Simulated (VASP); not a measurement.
# Sb (P6_3/mmc) in VASP: notebook, part 3 of 3

VASP 6.6.1.

**6. Electric field gradients, PBEsol (zz strain of +2 %)**

Contents of INCAR:

```
SYSTEM = Sb
PREC = Accurate
ENCUT = 520
EDIFF = 1E-8
ISMEAR = -1
SIGMA = 0.05
LREAL = .FALSE.
LASPH = .TRUE.
NELM = 80
ALGO = Normal
ISIF = 2
LWAVE = .FALSE.
LCHARG = .FALSE.
GGA = PS
LEFG = .TRUE.
NBANDS = 12
```

Contents of KPOINTS:

```
Automatic mesh
0
G
  12 12 7
  0 0 0
```

Contents of POSCAR:

```
Sb
1.0
    3.3690001795      0.0000000000      0.0000000000
   -1.6845000898      2.9176397408      0.0000000000
    0.0000000000      0.0000000000      5.4366000000
Sb
2
Direct
    0.3333333333      0.6666666667      0.2500000000
    0.6666666667      0.3333333333      0.7500000000
```

Potentials or basis: VASP PAW PBE potentials, release 64 (Sb).

Launch:

```
cat potpaw_PBE.64/Sb/POTCAR > POTCAR
mpirun -np 1 vasp_std > vasp.out
```

OUTCAR:

```text
SYSTEM = Sb
   PREC = Accurate
   ENCUT = 520
   EDIFF = 1E-8
   ISMEAR = -1
   LREAL = .FALSE.
   LASPH = .TRUE.
   NELM = 80
   ISIF = 2
   GGA = PS

 ion  position               nearest neighbor table
   1  0.333  0.667  0.250-   2 3.34   2 3.34   2 3.34   2 3.34   2 3.34   2 3.34
   2  0.667  0.333  0.750-   1 3.34   1 3.34   1 3.34   1 3.34   1 3.34   1 3.34

  LATTYP: Found a hexagonal cell.
 ALAT       =     3.3690001795
 C/A-ratio  =     1.6137131821

  Lattice vectors:

 A1 = (   3.3690001795,   0.0000000000,   0.0000000000)
 A2 = (  -1.6845000898,   2.9176397408,   0.0000000000)
 A3 = (   0.0000000000,   0.0000000000,   5.4366000000)

Analysis of symmetry for initial positions (statically):
=====================================================================
 Subroutine PRICEL returns:
 Original cell was already a primitive cell.

 Routine SETGRP: Setting up the symmetry group for a
 hexagonal supercell.

 Subroutine GETGRP returns: Found 24 space group operations
 (whereof 12 operations were pure point group operations)
 out of a pool of 24 trial point group operations.

The static configuration has the point symmetry D_3d.
 The point group associated with its full space group is D_6h.

Analysis of symmetry for dynamics (positions and initial velocities):
=====================================================================
 Subroutine PRICEL returns:
 Original cell was already a primitive cell.

 Routine SETGRP: Setting up the symmetry group for a
 hexagonal supercell.

 Subroutine GETGRP returns: Found 24 space group operations
 (whereof 12 operations were pure point group operations)
 out of a pool of 24 trial point group operations.

The dynamic configuration has the point symmetry D_3d.
 The point group associated with its full space group is D_6h.

 Subroutine INISYM returns: Found 24 space group operations
 (whereof 12 operations are pure point group operations),
 and found     1 'primitive' translations

----------------------------------------------------------------------------------------

                                     Primitive cell

  volume of cell :      53.4392

  direct lattice vectors                    reciprocal lattice vectors
     3.369000179  0.000000000  0.000000000     0.296823968  0.171371398  0.000000000
    -1.684500090  2.917639741  0.000000000     0.000000000  0.342742795  0.000000000
     0.000000000  0.000000000  5.436600000     0.000000000  0.000000000  0.183938491

  length of vectors
     3.369000179  3.369000180  5.436600000     0.342742795  0.342742795  0.183938491

  position of ions in fractional coordinates (direct lattice)
     0.333333333  0.666666667  0.250000000
     0.666666667  0.333333333  0.750000000

  ion indices of the primitive-cell ions
   primitive index   ion index
                 1           1
                 2           2

----------------------------------------------------------------------------------------

 KPOINTS: Automatic mesh

Automatic generation of k-mesh.
 Grid dimensions read from file:
 generate k-points for:   12   12    7
[... 79 lines left out ...]
   ISMEAR =    -1;   SIGMA  =   0.05  broadening in eV -4-tet -1-fermi 0-gaus
   EFERMI_NEDOS =   21; number of points for ismear=-14 and -15
   IALGO  =     38    algorithm
   IMIX   =      4    mixing-type and parameters
     AMIX     =   0.40;   BMIX     =  1.00
     AMIX_MAG =   1.60;   BMIX_MAG =  1.00
  volume/ion in A,a.u.               =      26.72       180.31
  Fermi-wavevector in a.u.,A,eV,Ry     =   0.936386  1.769513 11.929837  0.876818
  Thomas-Fermi vector in A             =   2.063390
   LORBIT       =      0    0 simple, 1 ext, 2 COOP (PROOUT), +10 PAW based schemes
   GGA     = PS    functional components
   LHFCALC =     F    Hartree Fock is set to
   AEXX    =    0.0000 exact exchange contribution
   IVDW    =     0    specifies the selected vdW correction
   LEPSILON=     F    determine dielectric tensor
   LRPA    =     F    only Hartree local field effects (RPA)
 non-spin polarized calculation
  energy-cutoff  :      520.00
  volume of cell :       53.44
 maximum number of plane-waves:      1454
 NGX is ok and might be reduce to    28
   NGX = 13   NGY = 13   NGZ = 21

 number of electron      10.0000000 magnetization

 number of electron       9.9999999 magnetization

 Free energy of the ion-electron system (eV)
  ---------------------------------------------------
  ext. energy  EPLUGINS =         0.00000000
  ---------------------------------------------------
  free energy    TOTEN  =        -8.67079122 eV

  energy without entropy =       -8.65875912  energy(sigma->0) =       -8.66477517

 E-fermi :   8.4978     XC(G=0): -10.3655

 val. band max:        8.4836092310   @ k =   0.2500   0.0833   0.4286
 cond. band min:       8.5245062426   @ k =   0.1667   0.1667   0.4286
 fundamental gap:      0.0408970116
 Fermi energy:         8.4978070397

 k-point     1 :       0.0000    0.0000    0.0000
  band No.  band energies     occupation
      1      -4.5208      2.00000
      2      -0.6032      2.00000
      3       2.6177      2.00000
      4      11.9532      0.00000
      5      11.9532      0.00000
      6      13.6327      0.00000
      7      13.6327      0.00000
      8      14.1070      0.00000
      9      16.0615      0.00000
     10      17.3857      0.00000
     11      18.4078      0.00000
     12      18.4078      0.00000
[... 331 lines left out ...]
 k-point    24 :       0.3333   -0.0000    0.1429
  band No.  band energies     occupation
      1      -2.5166      2.00000
      2       0.4354      2.00000
      3       4.3912      2.00000
      4       5.6546      2.00000
      5       7.4417      2.00000
      6       9.3807      0.00000
      7      10.9782      0.00000
      8      12.3149      0.00000
      9      13.5289      0.00000
     10      15.6233      0.00000
     11      17.2313      0.00000
     12      18.3606      0.00000

 [... further k-points ...]
[... 5 lines left out ...]
  --------------------------------------------------------------------------------------
  -------------------------------------------------------------------------------------
  Total       -0.3776124     -0.3776124     -0.6969646      0.0000000      0.0000000      0.0000000
  in kB      -11.3213128    -11.3213128    -20.8959067      0.0000000      0.0000000      0.0000000
  external PRESSURE =     -14.5128441 kB  Pullay stress =       0.0000000 kB

 VOLUME and BASIS-vectors are now :
 -----------------------------------------------------------------------------
  energy-cutoff  :      520.00
  volume of cell :       53.44
      direct lattice vectors                 reciprocal lattice vectors
     3.369000179  0.000000000  0.000000000     0.296823968  0.171371398  0.000000000
    -1.684500090  2.917639741  0.000000000     0.000000000  0.342742795  0.000000000
     0.000000000  0.000000000  5.436600000     0.000000000  0.000000000  0.183938491

 POSITION                                       TOTAL-FORCE (eV/Angst)
 -----------------------------------------------------------------------------------
     -0.00000      1.94509      1.35915        -0.000000      0.000000      0.000000
      1.68450      0.97255      4.07745         0.000000     -0.000000      0.000000
 -----------------------------------------------------------------------------------
    total drift:                               -0.000000      0.000000     -0.000000

  FREE ENERGIE OF THE ION-ELECTRON SYSTEM (eV)
  ---------------------------------------------------
  free  energy   TOTEN  =        -8.6707912223 eV

  energy  without entropy=       -8.6587591176  energy(sigma->0) =       -8.66477517

 Electric field gradients (V/A^2)
---------------------------------------------------------------------
 ion       V_xx      V_yy      V_zz      V_xy      V_xz      V_yz
---------------------------------------------------------------------
   1     -10.617   -10.617    21.234     0.000     0.000    -0.000
   2     -10.617   -10.617    21.234     0.000    -0.000     0.000
---------------------------------------------------------------------

 Electric field gradients after diagonalization (V/A^2)
 (convention: |V_zz| > |V_xx| > |V_yy|)
----------------------------------------------------------------------
 ion       V_xx      V_yy      V_zz     asymmetry (V_yy - V_xx)/ V_zz
----------------------------------------------------------------------
   1     -10.617   -10.617    21.234       0.000
   2     -10.617   -10.617    21.234       0.000
----------------------------------------------------------------------

           NMR quadrupolar parameters

 Cq : quadrupolar parameter    Cq=e*Q*V_zz/h
 eta: asymmetry parameters     (V_yy - V_xx)/ V_zz
 Q  : nuclear electric quadrupole moment in mb (millibarn)
----------------------------------------------------------------------
 ion       Cq(MHz)       eta       Q (mb)
----------------------------------------------------------------------
   1       0.051       0.000       1.000
   2       0.051       0.000       1.000
----------------------------------------------------------------------
```

OSZICAR:

```text
N       E                     dE             d eps       ncg     rms          rms(c)
DAV:   1     0.324332258044E+02    0.32433E+02   -0.35972E+03  1824   0.660E+02
DAV:   2    -0.692381767191E+01   -0.39357E+02   -0.38304E+02  2412   0.107E+02
DAV:   3    -0.867070075444E+01   -0.17469E+01   -0.17320E+01  2268   0.249E+01
DAV:   4    -0.868446704174E+01   -0.13766E-01   -0.13760E-01  2084   0.267E+00
DAV:   5    -0.868461337094E+01   -0.14633E-03   -0.14633E-03  2200   0.304E-01    0.235E+00
DAV:   6    -0.867562045813E+01    0.89929E-02   -0.40325E-03  2024   0.301E-01    0.133E+00
DAV:   7    -0.867079925595E+01    0.48212E-02   -0.76171E-03  1924   0.414E-01    0.404E-02
DAV:   8    -0.867079200922E+01    0.72467E-05   -0.97884E-05  2196   0.716E-02    0.143E-02
DAV:   9    -0.867079223631E+01   -0.22709E-06   -0.16618E-06  2092   0.999E-03    0.319E-03
DAV:  10    -0.867079154934E+01    0.68697E-06   -0.30920E-07  2068   0.294E-03    0.289E-03
DAV:  11    -0.867079122804E+01    0.32130E-06   -0.84353E-09  1576   0.646E-04    0.349E-04
DAV:  12    -0.867079122225E+01    0.57855E-08   -0.11648E-09  1140   0.252E-04
   1 F= -.86707912E+01 E0= -.86647752E+01  d E =-.120321E-01
```

stdout:

```text
POSCAR found type information on POSCAR Sb
 POSCAR found :  1 types and       2 ions
 scaLAPACK will be used
 -----------------------------------------------------------------------------
|                                                                             |
|                                                                             |
|     You enforced a specific xc type in the INCAR file but a different       |
|     I HOPE YOU KNOW WHAT YOU ARE DOING!                                     |
|                                                                             |
 -----------------------------------------------------------------------------

 LDA part: xc-table for (Slater+PW92), standard interpolation
 POSCAR, INCAR and KPOINTS ok, starting setup
 FFT: planning ... GRIDC
 FFT: planning ... GRID_SOFT
 FFT: planning ... GRID
 WAVECAR not read
 entering main loop
ion   1

ion   2
```

Wall time 54 s (1 thread of AMD EPYC 7R13, shared host); peak memory 0.17 GiB.

What came out:

| Item | Value |
| --- | --- |
| Free energy | -8.6708 eV |
| Pressure | -1.5 GPa |
| Band gap on the k mesh | zero (bands 5 and 6 overlap by 7.01 eV) |
| Largest electric field gradient by atom | Sb +21.2 V/Å² |

Electric field gradients, principal values (V/Å²):
```csv
atom,least,middle,greatest (by size)
1 Sb,-10.617,-10.617,21.234
2 Sb,-10.617,-10.617,21.234
```

Caveat: the cell differs from its parent crystal (zz strain of +2 %); without QUAD_EFG the Cq values of the log hold for a quadrupole moment of 1 mb, not for the nuclei; the PAW data sets were made with another functional, which shifts forces and pressure a little; spin-orbit coupling is left out, which moves the levels of the heavy elements.

**7. Overview**

| cell | gap on the mesh (eV) | pressure (GPa) |
| --- | --- | --- |
| a = 3.358, b = 3.358, c = 5.312 Å, angles 90.0, 90.0, 120.0°, 2 atoms | none | 0.5 |
| a = 3.335, b = 3.335, c = 5.330 Å, angles 90.0, 90.0, 120.0°, 2 atoms | none | 1.3 |
| a = 3.369, b = 3.369, c = 5.437 Å, angles 90.0, 90.0, 120.0°, 2 atoms | none | -1.5 |

Alike in all rows: task electric field gradients; level PBEsol; potentials or basis VASP PAW PBE potentials, release 64 (Sb); no spin polarisation; k mesh 12 × 12 × 7; cutoff (eV) 520; smearing fermi-dirac 0.05 eV.

Caveats: the PAW data sets were made with another functional, which shifts forces and pressure a little; spin-orbit coupling is left out, which moves the levels of the heavy elements.

Total energies depend on the potentials used, so only differences within one code and one set of settings carry meaning.
